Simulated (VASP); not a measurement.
Write the native input for VASP 6.6.1 that does the following.

```yaml
Task: electric field gradients
Functional: PBEsol
Potentials_or_basis: VASP PAW PBE potentials, release 64 (Mo_sv)
Cutoff: 520 eV
k_mesh: 16 × 16 × 16
Occupations: fermi-dirac, width 0.05 eV
Spin: no spin polarisation
Dipole_correction: no
Further_INCAR_settings: ALGO = Normal; EDIFF = 1e-08; NBANDS = 13
```

The structure of Mo lies in POSCAR:

```
Mo
1.0
   -1.5710000000      1.5710000000      1.5710000000
    1.5710000000     -1.5710000000      1.5710000000
    1.5710000000      1.5710000000     -1.5710000000
Mo
1
Direct
    0.0000000000      0.0000000000      0.0000000000
```

One way to write it, as run:

INCAR

```
  PREC = Accurate
  ENCUT = 520
  EDIFF = 1E-8
  ISMEAR = -1
  SIGMA = 0.05
  LREAL = False
  LASPH = True
  NELM = 100
  ALGO = Normal
  ISIF = 2
  LWAVE = False
  LCHARG = False
  GGA = PS
  LEFG = True
  NBANDS = 13
```

KPOINTS

```
regular mesh
0
Gamma
  16 16 16
```

Potentials or basis: VASP PAW PBE potentials, release 64 (Mo_sv).

Launch:

```bash
$ cat potpaw_PBE.64/Mo_sv/POTCAR > POTCAR
$ mpirun -np 1 vasp_std > vasp.out
```

It gave:

The pressure is -2.9 GPa. The band gap on the k mesh is zero (bands 7 and 8 overlap by 5.44 eV). The largest electric field gradient by atom is under 0.05 V/Å² on every atom.

Caveat: the PAW data sets were made with another functional, which shifts forces and pressure a little.

Wall time 13 s on 1 thread of Intel(R) Xeon(R) Platinum 8488C (Sapphire Rapids), on a shared host, peak memory 0.14 GiB.
